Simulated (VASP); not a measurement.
**WC: single point with PBE**

The system is WC.

```xyz
6
Lattice="5.2823 0.0000 0.0000 -2.6411 4.5746 0.0000 0.0000 0.0000 3.0986" Properties=species:S:1:pos:R:3 pbc="T T T"
W     2.6411    0.0000    0.0000
W     1.3206    2.2873    0.0000
W    -1.3206    2.2873    0.0000
C     0.0000    0.0000    0.0000
C     0.0000    3.0497    1.5493
C     2.6411    1.5249    1.5493
```

```json
{
 "Program": "VASP 6.6.1",
 "Task": "single point",
 "Functional": "PBE",
 "Potentials or basis": "VASP PAW PBE potentials, release 64 (W_sv, C)",
 "Cutoff": "520 eV",
 "k mesh": "6 × 6 × 4",
 "Occupations": "gaussian, width 0.1 eV",
 "Spin": "no spin polarisation",
 "Dipole correction": "no",
 "Further INCAR settings": "ALGO = Normal; EDIFF = 1e-06; NBANDS = 36"
}
```

```
Pressure               : 0.8 GPa
Band gap on the k mesh : zero (band 27 reaches 10.09 eV, above the bottom of band 28 at 8.60 eV)
```

Stress tensor (GPa, compression positive):
```
0.88 0.00 0.00
0.00 0.88 0.00
0.00 0.00 0.75
```

Levels at points of the mesh, in eV from the Fermi level:
| k point | band 25 | band 26 | band 27 | band 28 | band 29 | band 30 |
| --- | --- | --- | --- | --- | --- | --- |
| (0.00, 0.00, 0.00) | -1.08 | -1.08 | -0.37 | -0.37 | 0.15 | 1.16 |
| (0.50, 0.00, 0.00) | -1.35 | -1.02 | 0.24 | 0.36 | 0.39 | 0.49 |
| (0.00, 0.00, 0.50) | -1.50 | -1.50 | -0.68 | -0.68 | 0.19 | 0.88 |
| (0.50, 0.00, 0.50) | -1.37 | -1.35 | 0.22 | 0.62 | 0.84 | 0.86 |

It took 110 s on 1 thread of AMD EPYC 7R13, on a shared host, peak memory 0.18 GiB.

Caveat: the k points lie up to 0.51 Å⁻¹ apart; spin-orbit coupling is left out, which moves the levels of the heavy elements.
